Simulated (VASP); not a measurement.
Wanted: the native input for a VASP 6.6.1 run.

- Task: single point
- Functional: LDA
- Potentials or basis: VASP PAW LDA potentials, release 64 (Cd)
- Cutoff: 520 eV
- k mesh: 24 × 24 × 14
- Occupations: fermi-dirac, width 0.1 eV
- Spin: no spin polarisation
- Dipole correction: no
- Further INCAR settings: ALGO = Normal; EDIFF = 1e-06; NBANDS = 19

The structure of Cd lies in POSCAR:

```
Cd
1.0
    2.8920488916      0.0000000000      0.0000000000
   -1.4460244458      2.5045878091      0.0000000000
    0.0000000000      0.0000000000      5.2190752554
Cd
2
Direct
    0.3333333333      0.6666666667      0.2500000000
    0.6666666667      0.3333333333      0.7500000000
```

These files were run (other wordings do the same):

INCAR

```
ALGO = Normal ; EDIFF = 1E-6
ENCUT = 520 ; ISIF = 2
ISMEAR = -1 ; LASPH = True
LCHARG = False ; LREAL = False
LWAVE = False ; NBANDS = 19
NELM = 100 ; PREC = Accurate
SIGMA = 0.1
```

KPOINTS

```
k-points
0
Gamma
  24 24 14
```

Potentials or basis: VASP PAW LDA potentials, release 64 (Cd).

Launch:

```console
$ cat potpaw_LDA.64/Cd/POTCAR > POTCAR
$ mpirun -np 1 vasp_std > vasp.out
```

Results of the run:

| Quantity | Value |
| --- | --- |
| Pressure | 5.0 GPa |
| Band gap on the k mesh | zero (bands 12 and 13 overlap by 3.85 eV) |

Caveat: the cell stands under pressure.

Run time: 3.8 min on 1 thread of Intel(R) Xeon(R) Platinum 8375C CPU @ 2.90GHz (Ice Lake), on a shared host, peak memory 0.37 GiB.
